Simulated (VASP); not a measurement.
Set up this calculation in VASP 6.6.1, as the native input.

* Task: single point
* Functional: PBEsol
* Potentials or basis: VASP PAW PBE potentials, release 64 (Hg, Te)
* Cutoff: 520 eV
* k mesh: 12 × 12 × 8
* Occupations: gaussian, width 0.15 eV
* Spin: no spin polarisation
* Dipole correction: no
* Further INCAR settings: ALGO = Normal; EDIFF = 1e-07; NBANDS = 26

The structure of HgTe lies in POSCAR:

```
HgTe
1.0
    2.9995453784     -3.0001352822      0.0000000000
    2.9995453784      3.0001352822      0.0000000000
    0.0000000000      0.0000000000      6.0086701413
Hg Te
2 2
Direct
    0.1831545744      0.8168454256      0.7500000000
    0.8168454256      0.1831545744      0.2500000000
    0.7005223995      0.2994776005      0.7500000000
    0.2994776005      0.7005223995      0.2500000000
```

This cell differs from its parent crystal: atoms displaced along a vibrational mode.

The input as run:

INCAR

```
PREC = Accurate ; ENCUT = 520
EDIFF = 1E-7 ; ISMEAR = 0
SIGMA = 0.15 ; LREAL = False
LASPH = True ; NELM = 80
ALGO = Normal ; ISIF = 2
LWAVE = False ; LCHARG = True
GGA = PS ; LELF = True
LVHAR = True ; NBANDS = 26
```

KPOINTS

```
Automatic mesh
0
Gamma
  12 12 8
```

Potentials or basis: VASP PAW PBE potentials, release 64 (Hg, Te).

The run is started by

```bash
$ cat potpaw_PBE.64/Hg/POTCAR potpaw_PBE.64/Te/POTCAR > POTCAR
$ mpirun -np 1 vasp_std > vasp.out
```

It gave:

The pressure is 0.0 GPa, the largest force is 0.240 eV/Å and the band gap on the k mesh is zero (bands 18 and 19 overlap by 2.59 eV).

Caveat: the cell differs from its parent crystal (atoms displaced along a vibrational mode); the PAW data sets were made with another functional, which shifts forces and pressure a little; spin-orbit coupling is left out, which moves the levels of the heavy elements.

Wall time 4.3 min on 1 thread of AMD EPYC 9R45 96-Core Processor (Zen 5) (shared host), peak memory 0.58 GiB.
